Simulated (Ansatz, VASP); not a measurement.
**Zn3Se2S in VASP and in Ansatz**

```xyz
12
Lattice="5.8196 -3.3600 0.0000 5.8196 3.3600 0.0000 0.0000 0.0000 6.3465" Properties=species:S:1:pos:R:3 pbc="T T T"
Zn    3.8797    1.1200    3.1732
Zn    5.8196   -2.2400    3.1732
Zn    7.7595    1.1200    3.1732
Zn    3.8797   -1.1200    0.0000
Zn    5.8196    2.2400    0.0000
Zn    7.7595   -1.1200    0.0000
Se    3.8797    1.1200    5.6166
Se    7.7595    1.1200    5.6166
Se    3.8797   -1.1200    2.4434
Se    7.7595   -1.1200    2.4434
S     5.8196   -2.2400    5.6166
S     5.8196    2.2400    2.4434
```

Alike in both runs: task relaxation of cell and atoms; functional PBE; k mesh 3 × 3 × 4; occupations gaussian, width 0.1 eV; no spin polarisation.

|  | VASP | Ansatz |
| --- | --- | --- |
| version | VASP 6.6.1 | Ansatz 0.2.0 |
| potentials or method | VASP PAW PBE potentials, release 64 (Zn, Se, S), cutoff 500 eV | scalar-relativistic, plane waves, PAW |
| valence electrons in the cell | 108 | 148 |

|  | VASP | Ansatz | Ansatz less VASP |
| --- | --- | --- | --- |
| gap on the k mesh at the Fermi level, each at its own relaxed structure (eV) | 1.46 | 1.47 | +0.007 |
| relaxed volume (Å³/atom) | 22.42 | 22.38 | -0.045 |
| relaxed cell length with the largest relative difference (Å) | 6.532 | 6.527 | -0.0044 |

VASP's potentials hold 108 valence electrons a cell and Ansatz's 148, so a difference there can come from the potentials and not from the codes.
